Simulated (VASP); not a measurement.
Write the native input for VASP 6.6.1 that does the following.

| Item | Value |
| --- | --- |
| Task | single point |
| Functional | PBE |
| Potentials or basis | VASP PAW PBE potentials, release 64 (Eu, S) |
| Cutoff | 600 eV |
| k mesh | 10 × 10 × 10 |
| Occupations | fermi-dirac, width 0.1 eV |
| Spin | collinear spin, ferromagnetic start |
| Starting moments | [9.1, 0.0] μB |
| Hubbard terms | Eu f U = 4.5 eV |
| Dipole correction | no |
| Further INCAR settings | ALGO = Normal; EDIFF = 1e-06; NBANDS = 22 |

The structure of EuS lies in POSCAR:

```
EuS
1.0
    4.2122350000      0.0000000000      0.0000000000
    2.1061175000      3.6479025167      0.0000000000
    2.1061175000      1.2159675056      3.4392754756
Eu S
1 1
Direct
    0.0000000000      0.0000000000      0.0000000000
    0.5000000000      0.5000000000      0.5000000000
```

These files were run (other wordings do the same):

INCAR

```
PREC     = Accurate       # precision mode
ENCUT    = 600            # plane-wave cutoff, eV
EDIFF    = 1E-6           # SCF threshold, eV
ISMEAR   = -1             # smearing method
SIGMA    = 0.1            # smearing width, eV
LREAL    = F              # projectors in reciprocal space
LASPH    = T              # aspherical terms in the spheres
NELM     = 200            # most SCF steps
ALGO     = Normal         # electronic algorithm
ISIF     = 2              # what is computed and relaxed
LWAVE    = F              # write WAVECAR
LCHARG   = F              # write CHGCAR
ISPIN    = 2              # spin polarisation
MAGMOM   = 9.1 0          # initial moments
LORBIT   = 11             # projections on sites
LMAXMIX  = 6              # l up to which the mixer works
LDAU     = T              # DFT+U
LDAUTYPE = 2            
LDAUL    = 3 -1           # shell
LDAUU    = 4.5 0          # U, eV
LDAUJ    = 0 0          
LDAUPRINT= 1            
GGA      = PE             # functional
NBANDS   = 22             # bands
GGA_COMPAT= F
```

KPOINTS

```
Automatic mesh
0
Gamma
  10 10 10
```

Potentials or basis: VASP PAW PBE potentials, release 64 (Eu, S).

Run with:

```sh
$ cat potpaw_PBE.64/Eu/POTCAR potpaw_PBE.64/S/POTCAR > POTCAR
$ mpirun -np 1 vasp_std > vasp.out
```

It gave:

```
Pressure                                              : 0.3 GPa
Band gap on the k mesh                                : 0.03 eV (least direct gap 0.26 eV)
Net moment                                            : 7.00 μB per cell
Site moments                                          : Eu +6.70; S -0.07 μB
Valence electrons inside the program's atomic spheres : Eu 14.86; S 3.76
```

Caveat: the smearing spreads over this small gap; spin-orbit coupling is left out, which moves the levels of the heavy elements; a cell with one magnetic atom can't hold antiferromagnetic order, which such compounds often take.

It took 100 s on 1 thread of Intel(R) Xeon(R) 6975P-C (Granite Rapids), on a shared host, peak memory 0.32 GiB.
